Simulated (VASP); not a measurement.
Set up this calculation in VASP 6.6.1, as the native input.

```
Task                   : single point
Functional             : PBE
Potentials or basis    : VASP PAW PBE potentials, release 64 (Rb_sv, Br)
Cutoff                 : 520 eV
k mesh                 : 6 × 6 × 6
Occupations            : gaussian, width 0.05 eV
Spin                   : no spin polarisation
Dipole correction      : no
Further INCAR settings : ALGO = Normal; EDIFF = 1e-07; NBANDS = 15
```

The structure of RbBr lies in POSCAR:

```
RbBr
1.0
    0.0000000000      3.3203196968      3.6523516665
    3.3203196968      0.0000000000      3.6523516665
    3.3203196968      3.3203196968      0.0000000000
Rb Br
1 1
Direct
    0.0000000000      0.0000000000      0.0000000000
    0.5000000000      0.5000000000      0.5000000000
```

This cell differs from its parent crystal: ratio of the length along z to the lengths across it x 1.1, volume and fractional coordinates fixed.

One way to write it, as run:

INCAR

```
SYSTEM = RbBr
ALGO     = Normal         ! electronic algorithm
EDIFF    = 1E-7           ! SCF threshold, eV
ENCUT    = 520            ! plane-wave cutoff, eV
GGA      = PE             ! functional
ISIF     = 2              ! what is computed and relaxed
ISMEAR   = 0              ! smearing method
LASPH    = .True.         ! aspherical terms in the spheres
LCHARG   = .True.         ! write CHGCAR
LELF     = .True.         ! ELF
LREAL    = .False.        ! projectors in reciprocal space
LVHAR    = .True.       
LWAVE    = .False.        ! write WAVECAR
NBANDS   = 15             ! bands
NELM     = 80             ! most SCF steps
PREC     = Accurate       ! precision mode
SIGMA    = 0.05           ! smearing width, eV
```

KPOINTS

```
k-points
0
Gamma
  6 6 6
  0 0 0
```

Potentials or basis: VASP PAW PBE potentials, release 64 (Rb_sv, Br).

Launch:

```bash
$ cat potpaw_PBE.64/Rb_sv/POTCAR potpaw_PBE.64/Br/POTCAR > POTCAR
$ mpirun -np 1 vasp_std > vasp.out
```

Results of the run:

| Item | Value |
| --- | --- |
| Pressure | 1.4 GPa |
| Band gap on the k mesh | 4.30 eV, direct |

Run time: 37 s on 1 thread of Intel Xeon 6975P-C, with other jobs on the host, peak memory 0.24 GiB.
